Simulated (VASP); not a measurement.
Input of a VASP 6.6.1 run:

The input POSCAR:

```
CdSe
1.0
    4.2521253847      0.0000000000      0.0000000000
   -2.1260626924      3.6824486032      0.0000000000
    0.0000000000      0.0000000000      6.9316556560
Cd Se
2 2
Direct
    0.3333333333      0.6666666667      0.0045109635
    0.6666666667      0.3333333333      0.5045109635
    0.3333333333      0.6666666667      0.3804890365
    0.6666666667      0.3333333333      0.8804890365
```

File INCAR.step1:

```
SYSTEM = CdSe
ALGO     = Normal         ! electronic algorithm
EDIFF    = 1E-4           ! SCF threshold, eV
ENCUT    = 520            ! plane-wave cutoff, eV
GGA      = PE             ! functional
ISMEAR   = 0              ! smearing method
LASPH    = .TRUE.         ! aspherical terms in the spheres
LCHARG   = .FALSE.        ! write CHGCAR
LREAL    = .FALSE.        ! projectors in reciprocal space
LWAVE    = .TRUE.         ! write WAVECAR
NBANDS   = 26             ! bands
NELM     = 60             ! most SCF steps
PREC     = Accurate       ! precision mode
SIGMA    = 0.02           ! smearing width, eV
```

Contents of INCAR.step2:

```
SYSTEM = CdSe
ALGO     = Normal         ! electronic algorithm
EDIFF    = 1E-7           ! SCF threshold, eV
ENCUT    = 520            ! plane-wave cutoff, eV
ISIF     = 2              ! what is computed and relaxed
ISMEAR   = 0              ! smearing method
ISTART   = 1            
LASPH    = .TRUE.         ! aspherical terms in the spheres
LCHARG   = .FALSE.        ! write CHGCAR
LMIXTAU  = .TRUE.       
LREAL    = .FALSE.        ! projectors in reciprocal space
LWAVE    = .FALSE.        ! write WAVECAR
METAGGA  = R2SCAN         ! meta-GGA
NBANDS   = 26             ! bands
NELM     = 60             ! most SCF steps
PREC     = Accurate       ! precision mode
SIGMA    = 0.02           ! smearing width, eV
```

The input KPOINTS:

```
k-points
0
G
  6 6 4
  0 0 0
```

Potentials or basis: VASP PAW PBE potentials, release 64 (Cd, Se).

Command:

```bash
$ cat potpaw_PBE.64/Cd/POTCAR potpaw_PBE.64/Se/POTCAR > POTCAR
$ cp INCAR.step1 INCAR
$ mpirun -np 1 vasp_std > vasp.out
$ cp INCAR.step2 INCAR
$ mpirun -np 1 vasp_std > vasp.out
```

Predict the pressure.

4.0 GPa.

Predict the band gap on the k mesh.

1.24 eV.

Predict the largest force.

0.008 eV/Å.

Forces in eV/Å, atoms in the order of the input:
```
Cd   0.000  0.000  0.008
Cd   0.000  0.000  0.008
Se   0.000  0.000 -0.008
Se   0.000  0.000 -0.008
```

Caveat: the cell stands under pressure; the PAW data sets were made with another functional, which shifts forces and pressure a little.
